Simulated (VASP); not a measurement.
A run of VASP 6.6.1 is set up as follows.

Contents of INCAR:

```
PREC = Accurate
ENCUT = 520
EDIFF = 1E-7
ISMEAR = 0
SIGMA = 0.1
LREAL = F
LASPH = T
NELM = 80
ALGO = Normal
ISIF = 2
LWAVE = F
LCHARG = F
GGA = PE
NBANDS = 26
```

The input KPOINTS:

```
regular mesh
0
Gamma
  6 6 2
```

The input POSCAR:

```
GaSbTeSe2
1.0
    5.1908477756      0.0000000035      0.0000000000
   -2.5954238908      4.4954060391      0.0000000000
    0.0000000000      0.0000000000     10.2172489997
Ga Sb Te Se
1 1 1 2
Direct
    0.6666666667      0.3333333333      0.5000000000
    0.6666666667      0.3333333333      0.0000000000
    0.3333333333      0.6666666667      0.0000000000
    0.6666666667      0.3333333333      0.7220003831
    0.6666666667      0.3333333333      0.2779996169
```

Potentials or basis: VASP PAW PBE potentials, release 64 (Ga_d, Sb, Te, Se).

Command:

```console
$ cat potpaw_PBE.64/Ga_d/POTCAR potpaw_PBE.64/Sb/POTCAR potpaw_PBE.64/Te/POTCAR potpaw_PBE.64/Se/POTCAR > POTCAR
$ mpirun -np 1 vasp_std > vasp.out
```

(1) Estimate the pressure.

(2) Predict the band gap on the k mesh.

(3) Estimate the largest force.

Results:

(1) -0.1 GPa.

(2) zero (band 18 reaches 0.11 eV, above the bottom of band 19 at -0.14 eV).

(3) 0.050 eV/Å.

Caveat: spin-orbit coupling is left out, which moves the levels of the heavy elements.
